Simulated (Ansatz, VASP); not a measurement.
# One calculation of NbRu, two programs

```
Nb Ru
1.0
     3.21584    0.00000    0.00000
     0.00000    3.21584    0.00000
     0.00000    0.00000    3.18400
Nb Ru
1 1
Direct
  0.00000 0.00000 0.00000
  0.50000 0.50000 0.50000
```

Change from the starting cell: equal xx and yy strain of +1 %, crystal datasets.

Alike in both runs: task electric field gradients; functional PBEsol; k mesh 11 × 11 × 11; occupations fermi-dirac, width 0.03 eV; no spin polarisation.

```csv
,VASP,Ansatz
version,VASP 6.6.1,Ansatz 0.2.0
potentials or method,"VASP PAW PBE potentials, release 64 (Nb_sv, Ru_pv), cutoff 520 eV","all-electron PAW with datasets made for the crystal, scalar-relativistic"
```

Ansatz gave:

* pressure (GPa): -13.9
* traceless stress, the component that is largest in VASP (GPa): -0.14
* size of Vzz on the site where it differs most (V/Å²): 3.9

Which values does VASP return?

Pressure (GPa): -14.2; traceless stress, the component that is largest in VASP (GPa): -0.14; size of Vzz on the site where it differs most (V/Å²): 4.6.

VASP's potentials were made for PBE, not for PBEsol. Ansatz ran all-electron here, and VASP with PAW potentials.
